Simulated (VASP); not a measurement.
The system is TaN.

```
CELL_PARAMETERS angstrom
2.93800 0.00000 0.00000
-1.46900 2.54438 0.00000
0.00000 0.00000 2.88300
ATOMIC_POSITIONS crystal
Ta 0.33333 0.66667 0.50000
N 0.00000 0.00000 0.00000
```

Base run:

- Program: VASP 6.6.1
- Functional: PBE
- Potentials or basis: VASP PAW PBE potentials, release 64 (Ta_pv, N)
- Cutoff: 520 eV
- k mesh: 18 × 18 × 16
- Occupations: fermi-dirac, width 0.05 eV
- Spin: collinear spin
- Starting moments: [2.0, 0.0] μB

Its results: band gap on the k mesh zero (filled and empty bands overlap); pressure 5.4 GPa; net moment 0.00 μB per cell.

Problem. The run is repeated on the same cell with these changes: functional from PBE to LDA; potentials or basis from VASP PAW PBE potentials, release 64 (Ta_pv, N) to VASP PAW LDA potentials, release 64 (Ta_pv, N). What comes out?

Solution. Band gap on the k mesh zero (filled and empty bands overlap); pressure -9.8 GPa; net moment 0.00 μB per cell.

Caveats: spin-orbit coupling is left out, which moves the levels of the heavy elements; the cell stands under pressure (at least some runs); the cell stands under tension (at least some runs).
